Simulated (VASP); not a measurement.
Input of a VASP 6.6.1 run:

INCAR

```
SYSTEM = WSe2
  PREC = Accurate
  ENCUT = 600
  EDIFF = 1E-7
  ISMEAR = 0
  SIGMA = 0.02
  LREAL = .FALSE.
  LASPH = .TRUE.
  NELM = 80
  ALGO = Normal
  ISIF = 4
  LWAVE = .FALSE.
  LCHARG = .FALSE.
  GGA = PE
  IVDW = 12
  IBRION = 2
  NSW = 50
  EDIFFG = -0.01
```

KPOINTS

```
Automatic mesh
0
G
  9 9 2
  0 0 0
```

POSCAR

```
WSe2
1.0
    3.3435612742      0.0000000000      0.0000000000
   -1.6717806371      2.8956090025      0.0000000000
    0.0000000000      0.0000000000     13.5380201065
W Se
2 4
Direct
    0.6666666667      0.3333333333      0.2500171605
    0.3333333333      0.6666666667      0.7499828395
    0.3333333333      0.6666666667      0.3757966425
    0.6666666667      0.3333333333      0.8757622510
    0.3333333333      0.6666666667      0.1242377490
    0.6666666667      0.3333333333      0.6242033575
```

Potentials or basis: VASP PAW PBE potentials, release 64 (W_sv, Se).

Command:

```bash
$ cat potpaw_PBE.64/W_sv/POTCAR potpaw_PBE.64/Se/POTCAR > POTCAR
$ mpirun -np 1 vasp_std > vasp.out
```

(1) What does it give for the dispersion energy per atom?

(2) What does it give for the band gap on the k mesh?

Answers

(1) -0.430 eV.

(2) 1.31 eV (least direct gap 1.52 eV).

Caveat: spin-orbit coupling is left out, which moves the levels of the heavy elements; an odd mesh through Γ misses points on the zone boundary, where band edges can lie.
